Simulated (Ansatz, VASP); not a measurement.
**Ge in VASP and in Ansatz**

INCAR

```
SYSTEM = Ge
  ALGO = Normal
  EDIFF = 1E-6
  ENCUT = 520
  GGA = PS
  ISIF = 2
  ISMEAR = 0
  LASPH = .True.
  LCHARG = .False.
  LREAL = .False.
  LWAVE = .False.
  NBANDS = 36
  NELM = 100
  PREC = Accurate
  SIGMA = 0.15
```

File KPOINTS:

```
k-points
0
Gamma
  12 12 8
  0 0 0
```

Contents of POSCAR:

```
Ge
1.0
    4.0569223797      0.0000000000      0.0000000000
   -2.0284611899      3.4614757064      0.0000000000
    0.0000000000      0.0000000000      6.5963651449
Ge
4
Direct
    0.6666666667      0.3333333333      0.0629118567
    0.3333333333      0.6666666667      0.5629118567
    0.6666666667      0.3333333333      0.4370881433
    0.3333333333      0.6666666667      0.9370881433
```

Input for Ansatz:

```yaml
crystal:
  lattice:
    - [4.0569223797, 0.0, 0.0]
    - [-2.0284611899, 3.4614757064, 0.0]
    - [0.0, 0.0, 6.5963651449]
  atoms:
    - { symbol: Ge, position: [0.6666666667, 0.3333333333, 0.0629118567] }
    - { symbol: Ge, position: [0.3333333333, 0.6666666667, 0.5629118567] }
    - { symbol: Ge, position: [0.6666666667, 0.3333333333, 0.4370881433] }
    - { symbol: Ge, position: [0.3333333333, 0.6666666667, 0.9370881433] }
basis:
  ecutwfc: 420
kpoints:
  mp_grid: { grid: [12, 12, 8] }
hamiltonian:
  xc: pbesol
scf:
  occupations: { method: gaussian, width: 0.15 }
output:
  forces: true
  stress: true
  eigenvalues: true
```

Change from the starting cell: strain +0.0150 x Voigt [1, 0, 0, 0, 0, 0], atoms carried along.

Alike in both runs: task single point; functional PBEsol; k mesh 12 × 12 × 8; occupations gaussian, width 0.15 eV; no spin polarisation.

```csv
,VASP,Ansatz
version,VASP 6.6.1,Ansatz 0.2.0
potentials or method,"VASP PAW PBE potentials, release 64 (Ge_d), cutoff 520 eV","scalar-relativistic, plane waves, PAW"
valence electrons in the cell,56,56
```

VASP gave:

| Quantity | Value |
| --- | --- |
| gap on the k mesh at the Fermi level (eV) | none |
| pressure (GPa) | -1.1 |
| traceless stress, the component that is largest in VASP (GPa) | -1.38 |
| rms of the force components (eV/Å) | 0.073 |

**Question.** What did Ansatz give for the same quantities?

**Answer.** gap on the k mesh at the Fermi level (eV): none; pressure (GPa): -1.0; traceless stress, the component that is largest in VASP (GPa): -1.37; rms of the force components (eV/Å): 0.074.

VASP's potentials were made for PBE, not for PBEsol. Atom by atom the forces differ by 0.001 eV/Å (rms over components). A gap of «none» marks a metal or a gap that the smearing closes.
